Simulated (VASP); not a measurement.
# HfC (Fm-3m) in VASP: settings compared, part 2 of 2

VASP 6.6.1. Earlier steps stand in the parts before.

## Step 5: Single point, rpbe exchange, lyp correlation, non-collinear spin, zero start, spin-orbit coupling (12.57 Å³/atom)

This run uses another cell than the first one, of 12.57 Å³/atom.

File INCAR:

```
SYSTEM = HfC
PREC = Accurate
ENCUT = 600
EDIFF = 1E-6
ISMEAR = 0
SIGMA = 0.025
LREAL = .FALSE.
LASPH = .TRUE.
NELM = 200
ALGO = Normal
ISIF = 2
LWAVE = .FALSE.
LCHARG = .FALSE.
MAGMOM = 0 0 0 0 0 0
LORBIT = 11
LSORBIT = .TRUE.
GGA_COMPAT = .FALSE.
LORBMOM = .TRUE.
LMAXMIX = 4
GGA = LIBXC
LIBXC1 = GGA_X_RPBE
LIBXC2 = GGA_C_LYP
NBANDS = 26
```

File KPOINTS:

```
Automatic mesh
0
G
  8 8 8
  0 0 0
```

File POSCAR:

```
HfC
1.0
    0.0000000000      2.3250000000      2.3250000000
    2.3250000000      0.0000000000      2.3250000000
    2.3250000000      2.3250000000      0.0000000000
Hf C
1 1
Direct
    0.5000000000      0.5000000000      0.5000000000
    0.0000000000      0.0000000000      0.0000000000
```

Potentials or basis: VASP PAW PBE potentials, release 64 (Hf_pv, C).

Command:

```bash
> cat potpaw_PBE.64/Hf_pv/POTCAR potpaw_PBE.64/C/POTCAR > POTCAR
> mpirun -np 1 vasp_ncl > vasp.out
```

OUTCAR:

```text
SYSTEM = HfC
   PREC = Accurate
   ENCUT = 600
   EDIFF = 1E-6
   ISMEAR = 0
   LREAL = .FALSE.
   LASPH = .TRUE.
   NELM = 200
   ISIF = 2
   LORBIT = 11
   LSORBIT = .TRUE.
   GGA = LIBXC

 ion  position               nearest neighbor table
   1  0.500  0.500  0.500-   2 2.33   2 2.33   2 2.33   2 2.33   2 2.33   2 2.33
   2  0.000  0.000  0.000-   1 2.33   1 2.33   1 2.33   1 2.33   1 2.33   1 2.33

  LATTYP: Found a face centered cubic cell.
 ALAT       =     4.6500000000

  Lattice vectors:

 A1 = (   0.0000000000,   2.3250000000,   2.3250000000)
 A2 = (   2.3250000000,   0.0000000000,   2.3250000000)
 A3 = (   2.3250000000,   2.3250000000,   0.0000000000)

Analysis of symmetry for initial positions (statically):
=====================================================================
 Subroutine PRICEL returns:
 Original cell was already a primitive cell.

 Routine SETGRP: Setting up the symmetry group for a
 face centered cubic supercell.

 Subroutine GETGRP returns: Found 48 space group operations
 (whereof 48 operations were pure point group operations)
 out of a pool of 48 trial point group operations.
[... 961 lines left out ...]
     0.0000000     0.0000000     0.0000000     0.0000000     0.0000000     0.0000000     0.0000000
     0.0000000     0.0000000     0.0000000     0.0000000     0.0000000     0.0000000     0.0000000
     0.0000000     0.0000000     0.0000000     0.0000000     0.0000000     0.0000000     0.0000000
     0.0000000     0.0000000     0.0000000     0.0000000     0.0000000     0.0000000     0.0000000
     0.0000000     0.0000000     0.0000000     0.0000000     0.0000000     0.0000000     0.0000000

 Ion:    2  E_soc:     -0.0003567
 l=   1
     0.0000000    -0.0000595    -0.0000595
    -0.0000595     0.0000000    -0.0000595
    -0.0000595    -0.0000595     0.0000000
 l=   2
     0.0000000     0.0000000     0.0000000     0.0000000     0.0000000
     0.0000000     0.0000000     0.0000000     0.0000000     0.0000000
     0.0000000     0.0000000     0.0000000     0.0000000     0.0000000
     0.0000000     0.0000000     0.0000000     0.0000000     0.0000000
     0.0000000     0.0000000     0.0000000     0.0000000     0.0000000
 l=   3
     0.0000000     0.0000000     0.0000000     0.0000000     0.0000000     0.0000000     0.0000000
     0.0000000     0.0000000     0.0000000     0.0000000     0.0000000     0.0000000     0.0000000
     0.0000000     0.0000000     0.0000000     0.0000000     0.0000000     0.0000000     0.0000000
     0.0000000     0.0000000     0.0000000     0.0000000     0.0000000     0.0000000     0.0000000
     0.0000000     0.0000000     0.0000000     0.0000000     0.0000000     0.0000000     0.0000000
     0.0000000     0.0000000     0.0000000     0.0000000     0.0000000     0.0000000     0.0000000
     0.0000000     0.0000000     0.0000000     0.0000000     0.0000000     0.0000000     0.0000000

 total charge

# of ion       s       p       d       tot
------------------------------------------
    1        0.305   6.667   1.667   8.639
    2        0.882   1.546   0.000   2.428
--------------------------------------------------
tot          1.187   8.213   1.667  11.067

 magnetization (x)

# of ion       s       p       d       tot
------------------------------------------
    1        0.000  -0.000   0.000  -0.000
    2        0.000  -0.000   0.000  -0.000
--------------------------------------------------
tot          0.000  -0.000   0.000  -0.000

 magnetization (y)

# of ion       s       p       d       tot
------------------------------------------
    1        0.000   0.000   0.000   0.000
    2       -0.000  -0.000   0.000  -0.000
--------------------------------------------------
tot         -0.000  -0.000   0.000  -0.000

 magnetization (z)

# of ion       s       p       d       tot
------------------------------------------
    1       -0.000   0.000   0.000  -0.000
    2        0.000   0.000   0.000   0.000
--------------------------------------------------
tot         -0.000   0.000   0.000  -0.000
```

OSZICAR:

```text
N       E                     dE             d eps       ncg     rms          rms(c)
DAV:   1     0.493665131060E+02    0.49367E+02   -0.81332E+03  1516   0.119E+03
DAV:   2    -0.197086094246E+02   -0.69075E+02   -0.65007E+02  1870   0.282E+02
DAV:   3    -0.228144396068E+02   -0.31058E+01   -0.30762E+01  1922   0.421E+01
DAV:   4    -0.228424230484E+02   -0.27983E-01   -0.27940E-01  1684   0.436E+00
DAV:   5    -0.228426533514E+02   -0.23030E-03   -0.23026E-03  1818   0.391E-01    0.612E+01
DAV:   6    -0.191338831023E+02    0.37088E+01   -0.16763E+01  1626   0.220E+01    0.430E+01
DAV:   7    -0.190981968178E+02    0.35686E-01   -0.78921E-01  1664   0.644E+00    0.281E+01
DAV:   8    -0.191059620317E+02   -0.77652E-02   -0.11020E-01  1632   0.252E+00    0.969E+00
DAV:   9    -0.190941763468E+02    0.11786E-01   -0.20791E-02  1734   0.804E-01    0.264E+00
DAV:  10    -0.190926925092E+02    0.14838E-02   -0.96859E-03  1708   0.568E-01    0.131E+00
DAV:  11    -0.190925764658E+02    0.11604E-03   -0.67451E-04  1764   0.195E-01    0.255E-01
DAV:  12    -0.190925841541E+02   -0.76883E-05   -0.64797E-05  1738   0.639E-02    0.646E-02
DAV:  13    -0.190925850348E+02   -0.88072E-06   -0.23356E-06  1718   0.143E-02
   1 F= -.19092585E+02 E0= -.19092463E+02  d E =-.244025E-03  mag=    -0.0000    -0.0000    -0.0000
```

stdout:

```text
POSCAR found type information on POSCAR HfC
 POSCAR found :  2 types and       2 ions
 scaLAPACK will be used
 -----------------------------------------------------------------------------
|                                                                             |
|                                                                             |
|     You enforced a specific xc type in the INCAR file but a different       |
|     I HOPE YOU KNOW WHAT YOU ARE DOING!                                     |
|                                                                             |
 -----------------------------------------------------------------------------

 LDA part: xc-table for (None,None), standard interpolation
 POSCAR, INCAR and KPOINTS ok, starting setup
 FFT: planning ... GRIDC
 FFT: planning ... GRID_SOFT
 FFT: planning ... GRID
 WAVECAR not read
 entering main loop
```

It took 56 s on 1 thread of Intel Xeon Platinum 8488C (Sapphire Rapids), shared host; peak memory 0.26 GiB.

What came out:

```
Free energy                                           : -19.0926 eV
Pressure                                              : 10.7 GPa
Net moment                                            : 0.00 μB per cell
Valence electrons inside the program's atomic spheres : Hf 8.64; C 2.43
```

Moments on the atoms (μB; x, y, z):
```
Hf  0.00 0.00 0.00
C   0.00 0.00 0.00
```

Caveat: the cell stands under pressure; the PAW data sets were made with another functional, which shifts forces and pressure a little.

## Step 6: Single point, rpbe exchange, lyp correlation, non-collinear spin, zero start, spin-orbit coupling (12.82 Å³/atom)

This run uses another cell than the first one, of 12.82 Å³/atom.

File INCAR:

```
SYSTEM = HfC
ALGO     = Normal         ! electronic algorithm
EDIFF    = 1E-6           ! SCF threshold, eV
ENCUT    = 600            ! plane-wave cutoff, eV
GGA      = LIBXC          ! functional
GGA_COMPAT= .FALSE.      
ISIF     = 2              ! what is computed and relaxed
ISMEAR   = 0              ! smearing method
LASPH    = .TRUE.         ! aspherical terms in the spheres
LCHARG   = .FALSE.        ! write CHGCAR
LIBXC1   = GGA_X_RPBE   
LIBXC2   = GGA_C_LYP    
LMAXMIX  = 4              ! l up to which the mixer works
LORBIT   = 11             ! projections on sites
LORBMOM  = .TRUE.       
LREAL    = .FALSE.        ! projectors in reciprocal space
LSORBIT  = .TRUE.         ! spin-orbit coupling
LWAVE    = .FALSE.        ! write WAVECAR
MAGMOM   = 0 0 0 0 0 0    ! initial moments
NBANDS   = 26             ! bands
NELM     = 200            ! most SCF steps
PREC     = Accurate       ! precision mode
SIGMA    = 0.025          ! smearing width, eV
```

File KPOINTS:

```
k-points
0
G
  8 8 8
  0 0 0
```

File POSCAR:

```
HfC
1.0
    0.0000000000      2.3403977997      2.3403977997
    2.3403977997      0.0000000000      2.3403977997
    2.3403977997      2.3403977997      0.0000000000
Hf C
1 1
Direct
    0.5000000000      0.5000000000      0.5000000000
    0.0000000000      0.0000000000      0.0000000000
```

Potentials or basis: VASP PAW PBE potentials, release 64 (Hf_pv, C).

Command:

```bash
> cat potpaw_PBE.64/Hf_pv/POTCAR potpaw_PBE.64/C/POTCAR > POTCAR
> mpirun -np 1 vasp_ncl > vasp.out
```

Wall time 71 s (1 thread of Intel Xeon Platinum 8488C (Sapphire Rapids), shared host); peak memory 0.26 GiB.

The run converged. Its results:

```
Free energy                                           : -19.1189 eV
Pressure                                              : 5.8 GPa
Net moment                                            : 0.00 μB per cell
Valence electrons inside the program's atomic spheres : Hf 8.58; C 2.41
```

Moments on the atoms (μB; x, y, z):
```
Hf  0.00 0.00 0.00
C   0.00 0.00 0.00
```

Caveat: the cell stands under pressure; the PAW data sets were made with another functional, which shifts forces and pressure a little.

## Step 7: Summary

```tsv
cell	pressure (GPa)	moment (μB)
a = 3.221 Å, angles 60.0°, 2 atoms	28.6	0.00
a = 3.244 Å, angles 60.0°, 2 atoms	22.0	0.00
a = 3.266 Å, angles 60.0°, 2 atoms	16.1	0.00
a = 3.288 Å, angles 60.0°, 2 atoms	10.7	0.00
a = 3.310 Å, angles 60.0°, 2 atoms	5.8	0.00
```

Alike in all rows: task single point; level rpbe exchange, lyp correlation; potentials or basis VASP PAW PBE potentials, release 64 (Hf_pv, C); spin non-collinear, zero start, SOC; k mesh 8 × 8 × 8; cutoff (eV) 600; smearing gaussian 0.025 eV.

Caveats: the cell stands under pressure; the PAW data sets were made with another functional, which shifts forces and pressure a little.

Total energies depend on the potentials used, so only differences within one code and one set of settings carry meaning.
